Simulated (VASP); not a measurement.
# Si62N (a cell with a defect) in VASP: notebook, part 2 of 2

VASP 6.6.1.

**3. Single point, PBEsol, collinear spin**

Contents of INCAR:

```
  PREC = Accurate
  ENCUT = 520
  EDIFF = 1E-6
  ISMEAR = -1
  SIGMA = 0.05
  LREAL = Auto
  LASPH = T
  NELM = 200
  ALGO = Normal
  ISIF = 2
  LWAVE = F
  LCHARG = F
  ISPIN = 2
  MAGMOM = 0 0 0 0 0 0 0 0 0 0 0 0 0 0 0 0 0 0 0 0 0 0.143 0 0.143 0 0 0 0 0 0 0 0 0 0 0 0 0 0.143 0 0 0.143 0 0 0 0 0 0 0 0 0 0 0 0 0.143 0 0 0 0 0.143 0 0 0 0.143
  LORBIT = 11
  GGA = PS
  NBANDS = 168
  NELECT = 255.0
  ISYM = -1
  GGA_COMPAT = F
```

Contents of KPOINTS:

```
explicit points
1
Reciprocal
  0.25000000   0.25000000   0.25000000 1
```

Contents of POSCAR:

```
Si62N
1.0
   10.8655790000      0.0000000000      0.0000000000
    0.0000000000     10.8655790000      0.0000000000
    0.0000000000      0.0000000000     10.8655790000
Si N
62 1
Direct
    0.0000310000      0.9999050000      0.9998960000
    0.0002650000      0.0002590000      0.4995110000
    0.0002480000      0.4996900000      0.9999850000
    0.0001850000      0.5007860000      0.5007260000
    0.4997670000      0.0001740000      0.9999600000
    0.5009010000      0.0000230000      0.5007440000
    0.5009610000      0.5008220000      0.9999200000
    0.1251650000      0.1251880000      0.1248960000
    0.1269990000      0.1270010000      0.6243330000
    0.1269780000      0.6245620000      0.1266550000
    0.1278580000      0.6262190000      0.6259120000
    0.6245800000      0.1269080000      0.1267030000
    0.6261720000      0.1278930000      0.6258820000
    0.6262190000      0.6261940000      0.1275860000
    0.2499700000      0.2499150000      0.9963820000
    0.2522620000      0.2522060000      0.4992270000
    0.2531280000      0.7485910000      0.9990940000
    0.2621210000      0.7399850000      0.4995030000
    0.7486800000      0.2529990000      0.9991530000
    0.7399480000      0.2620910000      0.4994260000
    0.7513140000      0.7512660000      0.0011590000
    0.7418390000      0.7417100000      0.5168610000
    0.3742980000      0.3742440000      0.1236360000
    0.3905970000      0.3906750000      0.5956740000
    0.3782560000      0.8695590000      0.1295200000
    0.3817700000      0.8700000000      0.6272950000
    0.8695650000      0.3782760000      0.1295120000
    0.8700330000      0.3816760000      0.6271980000
    0.8758500000      0.8758040000      0.1277500000
    0.8747100000      0.8747320000      0.6253320000
    0.2499710000      0.9967270000      0.2496540000
    0.2530560000      0.9994520000      0.7484450000
    0.2522300000      0.4995420000      0.2519530000
    0.2621630000      0.4998690000      0.7397130000
    0.7486250000      0.9993680000      0.2528500000
    0.7513410000      0.0015980000      0.7510220000
    0.7400310000      0.4997840000      0.2618360000
    0.7418240000      0.5170420000      0.7415080000
    0.3743690000      0.1237750000      0.3740900000
    0.3783740000      0.1298080000      0.8692940000
    0.3907040000      0.5958830000      0.3904590000
    0.3819970000      0.6274340000      0.8697920000
    0.8696050000      0.1297710000      0.3780000000
    0.8760130000      0.1278670000      0.8757540000
    0.8701510000      0.6273560000      0.3816220000
    0.8747860000      0.6255780000      0.8744070000
    0.9966730000      0.2499510000      0.2496650000
    0.9994720000      0.2530510000      0.7485050000
    0.9994370000      0.7485960000      0.2528450000
    0.0015330000      0.7513540000      0.7510320000
    0.4995770000      0.2521690000      0.2519960000
    0.4997850000      0.2621630000      0.7396870000
    0.4998140000      0.7400130000      0.2618420000
    0.5172560000      0.7416960000      0.7414000000
    0.1238880000      0.3742760000      0.3740170000
    0.1298900000      0.3783530000      0.8693150000
    0.1298250000      0.8696200000      0.3779860000
    0.1279660000      0.8759070000      0.8756970000
    0.5958910000      0.3907250000      0.3904400000
    0.6275040000      0.3817890000      0.8697910000
    0.6274860000      0.8700050000      0.3816310000
    0.6256420000      0.8747160000      0.8743670000
    0.4721990000      0.4721700000      0.4720340000
```

Potentials or basis: VASP PAW PBE potentials, release 64 (Si, N).

On the command line:

```
$ cat potpaw_PBE.64/Si/POTCAR potpaw_PBE.64/N/POTCAR > POTCAR
$ mpirun -np 1 vasp_std > vasp.out
```

OUTCAR:

```text
PREC = Accurate
   ENCUT = 520
   EDIFF = 1E-6
   ISMEAR = -1
   LREAL = Auto
   LASPH = T
   NELM = 200
   ISIF = 2
   ISPIN = 2
   LORBIT = 11
   GGA = PS
   NELECT = 255.0
   ISYM = -1

 ion  position               nearest neighbor table
   1  0.000  1.000  1.000-   8 2.36  44 2.36  58 2.36  29 2.36
   2  0.000  0.000  0.500-  30 2.36   9 2.37  43 2.40  57 2.40
   3  0.000  0.500  1.000-  46 2.36  10 2.37  27 2.40  56 2.40
   4  0.000  0.501  0.501-  45 2.36  28 2.36  55 2.36  11 2.37
   5  0.500  0.000  1.000-  62 2.36  12 2.37  25 2.40  40 2.40
   6  0.501  0.000  0.501-  26 2.36  61 2.36  39 2.36  13 2.37
[... 43 lines left out ...]
  50  0.002  0.751  0.751-  58 2.36  46 2.36  30 2.36  11 2.36
  51  0.500  0.252  0.252-  12 2.36  39 2.36  23 2.36  59 2.37
  52  0.500  0.262  0.740-  13 2.35  60 2.37  40 2.41  24 2.41
  53  0.500  0.740  0.262-  14 2.35  61 2.37  25 2.41  41 2.41
  54  0.517  0.742  0.741-  62 2.36  42 2.38  26 2.38
  55  0.124  0.374  0.374-  16 2.36  33 2.36  47 2.36   4 2.36
  56  0.130  0.378  0.869-  15 2.36  48 2.36   3 2.40  34 2.41
  57  0.130  0.870  0.378-  31 2.36  49 2.36   2 2.40  18 2.41
  58  0.128  0.876  0.876-  50 2.36  17 2.36  32 2.36   1 2.36
  59  0.596  0.391  0.390-  63 1.84  51 2.37  20 2.41  37 2.41
  60  0.628  0.382  0.870-   7 2.36  52 2.37  38 2.38  19 2.38
  61  0.627  0.870  0.382-   6 2.36  53 2.37  22 2.38  35 2.38
  62  0.626  0.875  0.874-  21 2.36  36 2.36  54 2.36   5 2.36
  63  0.472  0.472  0.472-  24 1.84  59 1.84  41 1.84

IMPORTANT INFORMATION: All symmetrisations will be switched off!
NOSYMM: (Re-)initialisation of all symmetry stuff for point group C_1.

----------------------------------------------------------------------------------------

                                     Primitive cell

  volume of cell :    1282.7990

  direct lattice vectors                    reciprocal lattice vectors
    10.865579000  0.000000000  0.000000000     0.092033752  0.000000000  0.000000000
     0.000000000 10.865579000  0.000000000     0.000000000  0.092033752  0.000000000
[... 365 lines left out ...]
 spin component 2

 k-point     1 :       0.2500    0.2500    0.2500
  band No.  band energies     occupation
      1     -10.4690      1.00000
      2      -6.0940      1.00000
      3      -5.6166      1.00000
      4      -5.6165      1.00000
      5      -5.4987      1.00000
      6      -5.1087      1.00000
[... 131 lines left out ...]
    138       7.2870      0.00000
    139       7.4217      0.00000
 [bands above 139 left out]

------------------------ aborting loop because EDIFF is reached ----------------------------------------

  FORCE on cell =-STRESS in cart. coord.  units (eV):
  Direction    XX          YY          ZZ          XY          YZ          ZX
  --------------------------------------------------------------------------------------
  -------------------------------------------------------------------------------------
  Total        1.8119171      1.8033498      1.7897571     -3.8307778     -3.8325693     -3.8343518
  in kB        2.2630298      2.2523295      2.2353526     -4.7845260     -4.7867636     -4.7889899
  external PRESSURE =       2.2502373 kB  Pullay stress =       0.0000000 kB

 VOLUME and BASIS-vectors are now :
 -----------------------------------------------------------------------------
  energy-cutoff  :      520.00
  volume of cell :     1282.80
      direct lattice vectors                 reciprocal lattice vectors
    10.865579000  0.000000000  0.000000000     0.092033752  0.000000000  0.000000000
     0.000000000 10.865579000  0.000000000     0.000000000  0.092033752  0.000000000
     0.000000000  0.000000000 10.865579000     0.000000000  0.000000000  0.092033752

 POSITION                                       TOTAL-FORCE (eV/Angst)
 -----------------------------------------------------------------------------------
      0.00034     10.86455     10.86445         0.002191     -0.001269     -0.004466
      0.00288      0.00281      5.42748         0.001012     -0.001284     -0.007445
      0.00269      5.42942     10.86542         0.003330     -0.002517     -0.004086
      0.00201      5.44133      5.44068        -0.001699      0.007151      0.004960
      5.43026      0.00189     10.86514        -0.006758      0.003833     -0.002540
      5.44258      0.00025      5.44087         0.005460      0.000826      0.003338
[... 55 lines left out ...]
      6.79796      9.50430      9.50050         0.005310     -0.015818     -0.014207
      5.13072      5.13040      5.12892        -0.010111     -0.003773     -0.015286
 -----------------------------------------------------------------------------------
    total drift:                                0.002361     -0.010132     -0.025347

  FREE ENERGIE OF THE ION-ELECTRON SYSTEM (eV)
  ---------------------------------------------------
  free  energy   TOTEN  =      -350.1153204783 eV

  energy  without entropy=     -350.0046183003  energy(sigma->0) =     -350.05996939

 total charge

# of ion       s       p       d       tot
------------------------------------------
    1        0.755   0.938   0.000   1.693
    2        0.762   0.911   0.000   1.673
    3        0.762   0.911   0.000   1.673
    4        0.754   0.936   0.000   1.690
    5        0.762   0.911   0.000   1.673
    6        0.754   0.936   0.000   1.690
[... 55 lines left out ...]
   62        0.753   0.933   0.000   1.687
   63        1.239   2.511   0.000   3.750
--------------------------------------------------
tot         48.189  59.558   0.000 107.747

 magnetization (x)

# of ion       s       p       d       tot
------------------------------------------
    1        0.001   0.004   0.000   0.005
    2        0.004   0.013   0.000   0.017
    3        0.004   0.013   0.000   0.017
    4       -0.000   0.000   0.000  -0.000
    5        0.004   0.013   0.000   0.017
    6       -0.000   0.000   0.000  -0.000
[... 55 lines left out ...]
   62        0.000   0.002   0.000   0.002
   63        0.008  -0.001   0.000   0.007
--------------------------------------------------
tot          0.205   0.635   0.000   0.840
```

OSZICAR:

```text
N       E                     dE             d eps       ncg     rms          rms(c)
DAV:   1     0.676967048238E+03    0.67697E+03   -0.97124E+04   672   0.125E+03
DAV:   2    -0.281492121530E+03   -0.95846E+03   -0.90705E+03   800   0.183E+02
[... 11 lines left out ...]
DAV:  14    -0.350115276254E+03   -0.28324E-04   -0.45252E-03   776   0.991E-02    0.724E-02
DAV:  15    -0.350115340751E+03   -0.64497E-04   -0.17232E-04   832   0.279E-02    0.484E-02
DAV:  16    -0.350115311339E+03    0.29413E-04   -0.12613E-04  1096   0.225E-02    0.153E-02
DAV:  17    -0.350115317050E+03   -0.57117E-05   -0.84685E-05   760   0.161E-02    0.109E-02
DAV:  18    -0.350115320325E+03   -0.32747E-05   -0.94451E-06   992   0.552E-03    0.129E-02
DAV:  19    -0.350115320478E+03   -0.15329E-06   -0.17939E-06   592   0.266E-03
   1 F= -.35011532E+03 E0= -.35005997E+03  d E =-.110702E+00  mag=     2.2083
```

Wall time 12 min (1 thread of Intel Xeon 6975P-C (Granite Rapids), shared host); peak memory 1.5 GiB.

What came out:

- Free energy: -350.1153 eV
- Largest force: 0.059 eV/Å
- Net moment: 2.21 μB per cell
- Site moments: Si +0.01, +0.02, -0.00, +0.00, +0.15 (each value once); N +0.01 μB
- Valence electrons inside the program's atomic spheres: Si 1.69, 1.67, 1.70, 1.68, 1.64, 1.61 (each value once); N 3.75

Forces in eV/Å, atoms in the order of the input:
```
Si   0.002 -0.001 -0.004
Si   0.001 -0.001 -0.007
Si   0.003 -0.003 -0.004
Si  -0.002  0.007  0.005
Si  -0.007  0.004 -0.003
Si   0.005  0.001  0.003
Si   0.005  0.006 -0.001
Si   0.000 -0.001  0.002
Si   0.000  0.001  0.015
Si   0.002  0.015  0.005
Si  -0.016  0.000  0.002
Si   0.014  0.002  0.003
Si   0.002 -0.018  0.004
Si   0.001  0.001 -0.017
Si  -0.007 -0.007  0.001
Si  -0.007 -0.009 -0.031
Si   0.007 -0.012 -0.017
Si  -0.028  0.014  0.047
Si  -0.012  0.006 -0.018
Si   0.016 -0.027  0.049
Si  -0.007 -0.007  0.003
Si   0.000  0.000 -0.006
Si   0.007  0.005 -0.004
Si   0.001 -0.004 -0.017
Si  -0.015 -0.004  0.012
Si   0.022  0.006  0.017
Si  -0.005 -0.018  0.014
Si   0.009  0.020  0.019
Si   0.013  0.013  0.000
Si  -0.011 -0.010  0.002
Si  -0.010  0.004 -0.008
Si   0.008 -0.019 -0.013
Si  -0.002 -0.034 -0.004
Si  -0.029  0.048  0.016
Si  -0.009 -0.017  0.005
Si  -0.008 -0.001 -0.006
Si   0.009  0.049 -0.023
Si   0.001 -0.006  0.001
Si   0.006 -0.002  0.005
Si  -0.018  0.009 -0.003
Si  -0.003 -0.015 -0.006
Si   0.018  0.018  0.005
Si  -0.006  0.011 -0.015
Si   0.010  0.002  0.010
Si   0.005  0.018  0.018
Si  -0.016  0.004 -0.013
Si   0.005 -0.009 -0.009
Si  -0.018  0.007 -0.016
Si  -0.016 -0.010  0.004
Si   0.000 -0.009 -0.006
Si  -0.036 -0.002 -0.004
Si   0.049 -0.029  0.016
Si   0.046  0.008 -0.024
Si  -0.009  0.001  0.002
Si  -0.004  0.006  0.007
Si   0.009 -0.018 -0.005
Si   0.010 -0.005 -0.013
Si   0.000  0.013  0.012
Si  -0.015 -0.005 -0.006
Si   0.018  0.019  0.008
Si   0.016  0.007  0.019
Si   0.005 -0.016 -0.014
N   -0.010 -0.004 -0.015
```

Levels at points of the mesh, in eV from the Fermi level:
Spin up:
```
           k point  band 126  band 127  band 128  band 129  band 130  band 131  band 132  band 133
(0.25, 0.25, 0.25)     -1.09     -0.19     -0.19     -0.02      0.17      0.17      0.45      0.66
```
Spin down:
```tsv
k point	band 124	band 125	band 126	band 127	band 128	band 129
(0.25, 0.25, 0.25)	-1.22	-1.04	-1.04	0.04	0.17	0.17
```

Caveat: the cell carries a net charge on a neutralising background, which shifts energy and pressure; the cell is charged against a uniform background, so pressure and absolute levels hang on convention; the PAW data sets were made with another functional, which shifts forces and pressure a little.
